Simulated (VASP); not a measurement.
# Be (P2/m) in VASP: a series of runs

The runs below take Be through single point, relaxation of cell and atoms, with PBE.

Everything below comes from runs of VASP 6.6.1. Logs are shortened: lines on timing, memory, paths and dates and some standing lists are left out, and cuts for length are marked.

## Step 1: The cell of the first run

It takes space group P2/m (No. 10, monoclinic). The conventional cell has a = 3.315 Å, b = 1.468 Å, c = 3.497 Å, α = 90.00°, β = 95.98°, γ = 90.00°. Be (site symmetry 2/m) has 2 Be at 1.47 Å within 2.0 Å.

The cell was built from a structure type or drawn by symmetry, and may not be a known phase.

## Step 2: Single point, PBE

Input file INCAR:

```
PREC = Accurate ; ENCUT = 520
EDIFF = 1E-6 ; ISMEAR = 0
SIGMA = 0.1 ; LREAL = False
LASPH = True ; NELM = 60
ALGO = Normal ; ISIF = 2
LWAVE = False ; LCHARG = True
GGA = PE ; LELF = True
LVHAR = True ; NBANDS = 7
```

Input file KPOINTS:

```
regular mesh
0
Gamma
  6 12 6
```

Input file POSCAR:

```
Be
1.0
    3.3145145300      0.0000000000      0.0000000000
    0.0000000000      1.4684496400      0.0000000000
   -0.3641589700      0.0000000000      3.4782156400
Be
1
Direct
    0.5000000000      0.0000000000      0.0000000000
```

Potentials or basis: VASP PAW PBE potentials, release 64 (Be).

The run is started by

```
$ cat potpaw_PBE.64/Be/POTCAR > POTCAR
$ mpirun -np 1 vasp_std > vasp.out
```

OUTCAR:

```text
PREC = Accurate
   ENCUT = 520
   EDIFF = 1E-6
   ISMEAR = 0
   LREAL = False
   LASPH = True
   NELM = 60
   ISIF = 2
   GGA = PE

 ion  position               nearest neighbor table
   1  0.500  0.000  0.000-

  LATTYP: Found a simple monoclinic cell.
 ALAT       =     3.3145145300
 B/A-ratio  =     0.4430361149
 C/A-ratio  =     1.0551249181
 COS(beta)  =    -0.1041279229

  Lattice vectors:

 A1 = (   3.3145145300,   0.0000000000,   0.0000000000)
 A2 = (   0.0000000000,   1.4684496400,   0.0000000000)
 A3 = (  -0.3641589700,   0.0000000000,   3.4782156400)

Analysis of symmetry for initial positions (statically):
=====================================================================
 Subroutine PRICEL returns:
 Original cell was already a primitive cell.

 Routine SETGRP: Setting up the symmetry group for a
 simple monoclinic supercell.

 Subroutine GETGRP returns: Found  4 space group operations
 (whereof  4 operations were pure point group operations)
 out of a pool of  4 trial point group operations.

The static configuration has the point symmetry C_2h.

Analysis of symmetry for dynamics (positions and initial velocities):
=====================================================================
 Subroutine PRICEL returns:
 Original cell was already a primitive cell.

 Routine SETGRP: Setting up the symmetry group for a
 simple monoclinic supercell.

 Subroutine GETGRP returns: Found  4 space group operations
 (whereof  4 operations were pure point group operations)
 out of a pool of  4 trial point group operations.

The dynamic configuration has the point symmetry C_2h.

 Subroutine INISYM returns: Found  4 space group operations
 (whereof  4 operations are pure point group operations),
 and found     1 'primitive' translations

----------------------------------------------------------------------------------------

                                     Primitive cell

  volume of cell :      16.9292

  direct lattice vectors                    reciprocal lattice vectors
     3.314514530  0.000000000  0.000000000     0.301703309  0.000000000  0.031587451
     0.000000000  1.468449640  0.000000000     0.000000000  0.680990327  0.000000000
    -0.364158970  0.000000000  3.478215640     0.000000000  0.000000000  0.287503739

  length of vectors
[... 79 lines left out ...]
   NELM   =     60;   NELMIN=  2; NELMDL= -5     # of ELM steps
   EDIFF  = 0.1E-05   stopping-criterion for ELM
   LREAL  =      F    real-space projection
   EDIFFG = 0.1E-04   stopping-criterion for IOM
   NSW    =      0    number of steps for IOM
   IBRION =     -1    ionic relax: 0-MD 1-quasi-New 2-CG
   NFREE  =      0    steps in history (QN), initial steepest desc. (CG)
   ISIF   =      2    stress and relaxation
   ISYM   =      2    0-nonsym 1-usesym 2-fastsym
   POTIM  = 0.5000    time-step for ionic-motion
   TEBEG  =    0.0;   TEEND  =   0.0 temperature during run
   PSTRESS=    0.0 pullay stress
   NELECT =       2.0000    total number of electrons
   NUPDOWN=      -1.0000    fix difference up-down
   EMIN   =  10.00;   EMAX   =-10.00  energy-range for DOS
   EFERMI =   0.00;   METHOD = LEGACY
   ISMEAR =     0;   SIGMA  =   0.10  broadening in eV -4-tet -1-fermi 0-gaus
   EFERMI_NEDOS =   21; number of points for ismear=-14 and -15
   IALGO  =     38    algorithm
   IMIX   =      4    mixing-type and parameters
     AMIX     =   0.40;   BMIX     =  1.00
     AMIX_MAG =   1.60;   BMIX_MAG =  1.00
  volume/ion in A,a.u.               =      16.93       114.24
  Fermi-wavevector in a.u.,A,eV,Ry     =   0.803291  1.518000  8.779523  0.645277
  Thomas-Fermi vector in A             =   1.911131
   LORBIT       =      0    0 simple, 1 ext, 2 COOP (PROOUT), +10 PAW based schemes
   GGA     = PE    functional components
   LHFCALC =     F    Hartree Fock is set to
   AEXX    =    0.0000 exact exchange contribution
   IVDW    =     0    specifies the selected vdW correction
   LEPSILON=     F    determine dielectric tensor
   LRPA    =     F    only Hartree local field effects (RPA)
 non-spin polarized calculation
 Gauss-broadening in eV      SIGMA  =   0.10
  energy-cutoff  :      520.00
  volume of cell :       16.93
 maximum number of plane-waves:       466
 NGX is ok and might be reduce to    28
   NGX = 13   NGY =  5   NGZ = 13

 number of electron       2.0000000 magnetization

 Free energy of the ion-electron system (eV)
  ---------------------------------------------------
  ext. energy  EPLUGINS =         0.00000000
  ---------------------------------------------------
  free energy    TOTEN  =         0.86495802 eV

  energy without entropy =        0.86902269  energy(sigma->0) =        0.86699035

 E-fermi :   0.0461     XC(G=0):  -7.6313

 val. band max:        0.0334079644   @ k =  -0.3333   0.0000   0.3333
 cond. band min:       0.0467226482   @ k =   0.5000   0.3333   0.3333
 fundamental gap:      0.0133146838
 Fermi energy:         0.0461286205

 k-point     1 :       0.0000    0.0000    0.0000
  band No.  band energies     occupation
      1      -5.6661      2.00000
      2       1.5738      0.00000
      3       2.3161      0.00000
      4       8.5196      0.00000
      5       9.8465      0.00000
      6      17.3853      0.00000
      7      18.2723      0.00000
[... 221 lines left out ...]
 k-point    24 :       0.5000    0.4167    0.0000
  band No.  band energies     occupation
      1       0.3829      0.00000
      2       9.4543      0.00000
      3      13.8135      0.00000
      4      15.0070      0.00000
      5      20.7245      0.00000
      6      23.1646      0.00000
      7      23.7802      0.00000

 [... further k-points ...]

------------------------ aborting loop because EDIFF is reached ----------------------------------------

  FORCE on cell =-STRESS in cart. coord.  units (eV):
  Direction    XX          YY          ZZ          XY          YZ          ZX
  --------------------------------------------------------------------------------------
  -------------------------------------------------------------------------------------
  Total       -1.2541919     16.5221183     -1.1025532      0.0000000      0.0000000      0.1748682
  in kB     -118.6968176   1563.6545814   -104.3457188      0.0000000      0.0000000     16.5495374
  external PRESSURE =     446.8706816 kB  Pullay stress =       0.0000000 kB

 VOLUME and BASIS-vectors are now :
 -----------------------------------------------------------------------------
  energy-cutoff  :      520.00
  volume of cell :       16.93
      direct lattice vectors                 reciprocal lattice vectors
     3.314514530  0.000000000  0.000000000     0.301703309  0.000000000  0.031587451
     0.000000000  1.468449640  0.000000000     0.000000000  0.680990327  0.000000000
    -0.364158970  0.000000000  3.478215640     0.000000000  0.000000000  0.287503739

 POSITION                                       TOTAL-FORCE (eV/Angst)
 -----------------------------------------------------------------------------------
      1.65726      0.00000      0.00000         0.000000      0.000000      0.000000
 -----------------------------------------------------------------------------------
    total drift:                                0.000000      0.000000     -0.000000

  FREE ENERGIE OF THE ION-ELECTRON SYSTEM (eV)
  ---------------------------------------------------
  free  energy   TOTEN  =         0.8649580181 eV

  energy  without entropy=        0.8690226882  energy(sigma->0) =        0.86699035
```

OSZICAR:

```text
N       E                     dE             d eps       ncg     rms          rms(c)
DAV:   1     0.232761692215E+01    0.23276E+01   -0.84306E+02  2023   0.212E+02
DAV:   2     0.459318557809E+00   -0.18683E+01   -0.14122E+01  2702   0.210E+01
DAV:   3     0.441405962824E+00   -0.17913E-01   -0.17633E-01  2177   0.214E+00
DAV:   4     0.441394465020E+00   -0.11498E-04   -0.11498E-04  3010   0.634E-02
DAV:   5     0.441394462498E+00   -0.25212E-08   -0.25298E-08  2184   0.612E-04    0.362E+00
DAV:   6     0.819171697416E+00    0.37778E+00   -0.45230E-01  2275   0.278E+00    0.110E+00
DAV:   7     0.865015618153E+00    0.45844E-01   -0.93107E-02  2513   0.107E+00    0.205E-01
DAV:   8     0.865235169607E+00    0.21955E-03   -0.40064E-03  2513   0.251E-01    0.993E-02
DAV:   9     0.864960094260E+00   -0.27508E-03   -0.38979E-04  2030   0.678E-02    0.327E-02
DAV:  10     0.864957085758E+00   -0.30085E-05   -0.13157E-04  2310   0.391E-02    0.109E-02
DAV:  11     0.864958018066E+00    0.93231E-06   -0.75109E-06  2275   0.110E-02
   1 F= 0.86495802E+00 E0= 0.86699035E+00  d E =-.406467E-02
```

stdout:

```text
POSCAR found type information on POSCAR Be
 POSCAR found :  1 types and       1 ions
 scaLAPACK will be used
 LDA part: xc-table for (Slater+PW92), standard interpolation
 POSCAR, INCAR and KPOINTS ok, starting setup
 FFT: planning ... GRIDC
 FFT: planning ... GRID_SOFT
 FFT: planning ... GRID
 WAVECAR not read
 entering main loop
```

It took 6.6 s on 1 thread of AMD EPYC 9R45 (Zen 5), shared host; peak memory 0.1 GiB.

What came out:

| Quantity | Value |
| --- | --- |
| Free energy | 0.8650 eV |
| Pressure | 44.7 GPa |
| Band gap on the k mesh | zero (bands 1 and 2 overlap by 3.24 eV) |

Levels at points of the mesh, in eV from the Fermi level:
```tsv
k point	band 1	band 2	band 3	band 4	band 5	band 6
(0.00, 0.00, 0.00)	-5.71	1.53	2.27	8.47	9.80	17.34
(0.50, 0.00, 0.00)	-3.63	-2.51	2.16	10.28	11.26	12.98
(0.00, 0.50, 0.00)	0.29	12.91	16.59	17.15	19.94	21.17
(0.50, 0.50, 0.00)	0.57	13.52	15.63	16.06	17.03	22.08
(0.00, 0.00, 0.50)	-4.08	-2.41	2.62	11.00	11.64	14.02
(0.50, 0.00, 0.50)	-2.07	-1.74	-0.98	5.15	16.95	19.01
(0.00, 0.50, 0.50)	0.48	13.66	15.07	16.11	17.38	22.68
(0.50, 0.50, 0.50)	0.73	14.09	14.71	17.05	17.95	18.04
```

Caveat: the cell stands under pressure.

## Step 3: Relaxation of cell and atoms, PBE

Input file INCAR:

```
SYSTEM = Be
  PREC = Accurate
  ENCUT = 600
  EDIFF = 1E-6
  ISMEAR = 0
  SIGMA = 0.1
  LREAL = .False.
  LASPH = .True.
  NELM = 80
  ALGO = Normal
  ISIF = 3
  LWAVE = .False.
  LCHARG = .False.
  GGA = PE
  IBRION = 2
  NSW = 90
  EDIFFG = -0.04
```

Input file KPOINTS:

```
Automatic mesh
0
Gamma
  6 12 6
  0 0 0
```

POSCAR is that of step 2.

Potentials or basis: VASP PAW PBE potentials, release 64 (Be).

The run is started by

```
$ cat potpaw_PBE.64/Be/POTCAR > POTCAR
$ mpirun -np 1 vasp_std > vasp.out
```

Wall time 1.7 min (1 thread of AMD EPYC 9R45 (Zen 5), shared host); peak memory 0.11 GiB.

Results (log left out):

| Item | Value |
| --- | --- |
| Free energy | -3.2535 eV |
| Relaxed volume | 9.84 Å³/atom |
| Relaxed cell | a = 2.142 Å, b = 2.477 Å, c = 2.142 Å, α = 90.00°, β = 120.05°, γ = 90.00° |
| Space group after relaxing (to 0.1 Å) | P6/mmm (No. 191) |
| Energy gained by relaxing | 4118.4 meV/atom |
| Ionic steps | 50 |
| Pressure after relaxing | 0.1 GPa |
| Band gap on the k mesh | zero (bands 1 and 2 overlap by 7.44 eV) |

Stress tensor (GPa, compression positive):
```
 0.30  0.00  0.14
 0.00 -0.53  0.00
 0.14  0.00  0.48
```

Step by step:
| step | energy change (eV) | largest force (eV/Å) | pressure (GPa) | volume (Å³) |
| --- | --- | --- | --- | --- |
| 1 | 0.0000 | 0.0000 | 44.69 | 16.93 |
| 3 | -2.7363 | 0.0000 | -5.21 | 22.88 |
| 5 | -2.7388 | 0.0000 | -5.85 | 23.09 |
| 7 | -3.2944 | 0.0000 | -11.74 | 16.07 |
| 9 | -3.5342 | 0.0000 | -11.06 | 13.43 |
| 11 | -3.6294 | 0.0000 | -6.34 | 11.55 |
| 13 | -3.6363 | 0.0000 | -3.05 | 10.97 |
| 15 | -3.6639 | 0.0000 | 3.35 | 9.99 |
| 17 | -3.6878 | 0.0000 | 4.35 | 10.03 |
| 19 | -3.7581 | 0.0000 | 0.87 | 10.39 |
| 21 | -3.7787 | 0.0000 | -1.12 | 10.57 |
| 23 | -3.8047 | 0.0000 | -2.30 | 10.57 |
| 25 | -3.8124 | 0.0000 | -0.33 | 10.13 |
| 27 | -3.7991 | 0.0000 | 14.87 | 8.25 |
| 29 | -3.8177 | 0.0000 | 8.79 | 8.77 |
| 31 | -3.8205 | 0.0000 | 5.94 | 9.08 |
| 33 | -3.8269 | 0.0000 | 7.54 | 8.85 |
| 35 | -3.8399 | 0.0000 | 10.08 | 8.53 |
| 37 | -3.9476 | 0.0000 | 9.63 | 8.44 |
| 39 | -4.0192 | 0.0000 | 12.19 | 8.30 |
| 41 | -4.0559 | 0.0000 | 9.62 | 8.59 |
| 43 | -4.0610 | 0.0000 | 2.50 | 9.99 |
| 45 | -4.1108 | 0.0000 | 1.28 | 9.70 |
| 47 | -4.1177 | 0.0000 | -1.04 | 9.98 |
| 49 | -4.1183 | 0.0000 | -0.37 | 9.89 |
| 50 | -4.1184 | 0.0000 | 0.08 | 9.84 |

Final structure:
```cif
data_structure
_symmetry_space_group_name_H-M 'P 1'
_symmetry_Int_Tables_number 1
_cell_length_a 2.1424
_cell_length_b 2.4775
_cell_length_c 2.1417
_cell_angle_alpha 90.000
_cell_angle_beta 120.045
_cell_angle_gamma 90.000
_cell_volume 9.84
loop_
_atom_site_label
_atom_site_type_symbol
_atom_site_fract_x
_atom_site_fract_y
_atom_site_fract_z
_atom_site_occupancy
Be1 Be 0.50000 0.00000 0.00000 1
```

Levels at points of the mesh, in eV from the Fermi level:
```tsv
k point	band 1	band 2	band 3	band 4
(0.00, 0.00, 0.00)	-9.40	8.12	14.80	20.62
(0.50, 0.00, 0.00)	-2.99	2.09	14.21	15.11
(0.00, 0.50, 0.00)	-4.95	-3.91	22.05	22.08
(0.50, 0.50, 0.00)	0.04	3.90	8.05	8.42
(0.00, 0.00, 0.50)	-2.99	2.09	14.19	15.11
(0.50, 0.00, 0.50)	-3.00	2.07	14.23	15.10
(0.00, 0.50, 0.50)	0.04	3.90	8.05	8.43
(0.50, 0.50, 0.50)	0.04	3.88	8.04	8.41
```

Caveat: the volume moved by over 15 % at a fixed basis, so the end points are rough.
